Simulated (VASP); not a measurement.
Wanted: the native input for a VASP 6.6.1 run.

- Task: single point
- Functional: PBE
- Potentials or basis: VASP PAW PBE potentials, release 64 (Zn, Cd, S)
- Cutoff: 520 eV
- k mesh: 4 × 4 × 1
- Occupations: gaussian, width 0.1 eV
- Spin: no spin polarisation
- Dipole correction: no
- Further INCAR settings: ALGO = Normal; EDIFF = 1e-06; NBANDS = 66

The structure of ZnCd5S6 lies in POSCAR:

```
ZnCd5S6
1.0
    4.1202828000      0.0000000000      0.0000000000
    0.0000000000      4.1202828000      0.0000000000
    0.0000000000      0.0000000000     17.6459040000
Zn Cd S
1 5 6
Direct
    0.5000000000      0.5000000000      0.5000000000
    0.0000000000      0.0000000000      0.0000000000
    0.5000000000      0.5000000000      0.1718200000
    0.0000000000      0.0000000000      0.3436830000
    0.0000000000      0.0000000000      0.6563170000
    0.5000000000      0.5000000000      0.8281800000
    0.5000000000      0.0000000000      0.2577470000
    0.0000000000      0.5000000000      0.4298930000
    0.5000000000      0.0000000000      0.5701070000
    0.0000000000      0.5000000000      0.7422530000
    0.5000000000      0.0000000000      0.9140900000
    0.0000000000      0.5000000000      0.0859100000
```

One way to write it, as run:

INCAR

```
ALGO = Normal
EDIFF = 1E-6
ENCUT = 520
GGA = PE
ISIF = 2
ISMEAR = 0
LASPH = T
LCHARG = T
LELF = T
LREAL = F
LVHAR = T
LWAVE = F
NBANDS = 66
NELM = 60
PREC = Accurate
SIGMA = 0.1
```

KPOINTS

```
k-points
0
Gamma
  4 4 1
```

Potentials or basis: VASP PAW PBE potentials, release 64 (Zn, Cd, S).

Run with:

```sh
$ cat potpaw_PBE.64/Zn/POTCAR potpaw_PBE.64/Cd/POTCAR potpaw_PBE.64/S/POTCAR > POTCAR
$ mpirun -np 1 vasp_std > vasp.out
```

It gave:

The pressure is 0.3 GPa. The largest force is 0.027 eV/Å. The band gap on the k mesh is 1.12 eV, direct.

Run time: 4 min on 1 thread of AMD EPYC 7R13, on a shared host, peak memory 0.36 GiB.
